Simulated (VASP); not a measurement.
Input of a VASP 6.6.1 run:

INCAR

```
SYSTEM = Ge
PREC     = Accurate       ! precision mode
ENCUT    = 520            ! plane-wave cutoff, eV
EDIFF    = 1E-6           ! SCF threshold, eV
ISMEAR   = -1             ! smearing method
SIGMA    = 0.05           ! smearing width, eV
LREAL    = .FALSE.        ! projectors in reciprocal space
LASPH    = .TRUE.         ! aspherical terms in the spheres
NELM     = 60             ! most SCF steps
ALGO     = Normal         ! electronic algorithm
ISIF     = 2              ! what is computed and relaxed
LWAVE    = .FALSE.        ! write WAVECAR
LCHARG   = .FALSE.        ! write CHGCAR
GGA      = PE             ! functional
NBANDS   = 21             ! bands
```

File KPOINTS:

```
Automatic mesh
0
G
  10 10 10
  0 0 0
```

File POSCAR:

```
Ge
1.0
    0.0000000000      2.8287700000      2.9136331000
    2.8287700000      0.0000000000      2.9136331000
    2.8287700000      2.8287700000      0.0000000000
Ge
2
Direct
    0.5000000000      0.5000000000      0.5000000000
    0.7500000000      0.7500000000      0.7500000000
```

Potentials or basis: VASP PAW PBE potentials, release 64 (Ge_d).

Command:

```bash
$ cat potpaw_PBE.64/Ge_d/POTCAR > POTCAR
$ mpirun -np 1 vasp_std > vasp.out
```

Task: Predict the pressure.

Result: 1.5 GPa.

Task: Estimate the band gap on the k mesh.

Result: Zero (filled and empty bands touch).

Stress tensor (GPa, compression positive):
```
2.17 0.00 0.00
0.00 2.17 0.00
0.00 0.00 0.05
```

Caveat: the cell differs from its parent crystal (zz strain of +3 %); semilocal functionals underestimate gaps, so a narrow gap can read as zero.
